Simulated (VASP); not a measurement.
NaBe: relaxation of cell and atoms with PBE

NaBe:

```
CELL_PARAMETERS angstrom
0.00000 3.12160 3.12160
3.12160 0.00000 3.12160
3.12160 3.12160 0.00000
ATOMIC_POSITIONS crystal
Na 0.50000 0.50000 0.50000
Na 0.75000 0.75000 0.75000
Be 0.00000 0.00000 0.00000
Be 0.25000 0.25000 0.25000
```

* Program: VASP 6.6.1
* Task: relaxation of cell and atoms
* Functional: PBE
* Potentials or basis: VASP PAW PBE potentials, release 64 (Na_pv, Be)
* Cutoff: 600 eV
* k mesh: 6 × 6 × 6
* Occupations: gaussian, width 0.1 eV
* Spin: no spin polarisation
* Dipole correction: no
* Further INCAR settings: ALGO = Normal; EDIFF = 1e-06; IBRION = 2; EDIFFG = -0.04; NSW = 90; ISIF = 3

```yaml
Relaxed_volume: 17.02 Å³/atom
Relaxed_cell: a = 4.583 Å, b = 4.583 Å, c = 4.583 Å, α = 60.00°, β = 60.00°, γ = 60.00°
Space_group_after_relaxing_to_0.1_Å: Fd-3m (No. 227)
Energy_gained_by_relaxing: 27.1 meV/atom
Ionic_steps: 3
Pressure_after_relaxing: 0.2 GPa
Band_gap_on_the_k_mesh: zero (bands 9 and 10 overlap by 2.94 eV)
```

The path:
```
step  energy change (eV)  largest force (eV/Å)  pressure (GPa)  volume (Å³)
   1              0.0000                0.0000            4.95        60.84
   2             -0.0885                0.0000            1.82        65.06
   3             -0.1086                0.0000            0.20        68.08
```

Final structure:
```yaml
crystal:
  lattice:
    - [0.00000, 3.24092, 3.24092]
    - [3.24092, 0.00000, 3.24092]
    - [3.24092, 3.24092, 0.00000]
  atoms:
    - { symbol: Na, position: [0.50000, 0.50000, 0.50000] }
    - { symbol: Na, position: [0.75000, 0.75000, 0.75000] }
    - { symbol: Be, position: [0.00000, 0.00000, 0.00000] }
    - { symbol: Be, position: [0.25000, 0.25000, 0.25000] }
```

Levels at points of the mesh, in eV from the Fermi level:
| k point | band 7 | band 8 | band 9 | band 10 | band 11 | band 12 |
| --- | --- | --- | --- | --- | --- | --- |
| (0.00, 0.00, 0.00) | -5.92 | 1.94 | 1.94 | 1.94 | 2.95 | 2.95 |
| (0.50, 0.00, 0.00) | -3.97 | -3.06 | 0.85 | 0.85 | 3.27 | 3.69 |
| (0.50, 0.50, 0.00) | -2.96 | -2.96 | -0.33 | -0.33 | 2.10 | 2.10 |

Wall time 73 s on 1 thread of Intel Xeon 8259CL (shared host), peak memory 0.2 GiB.
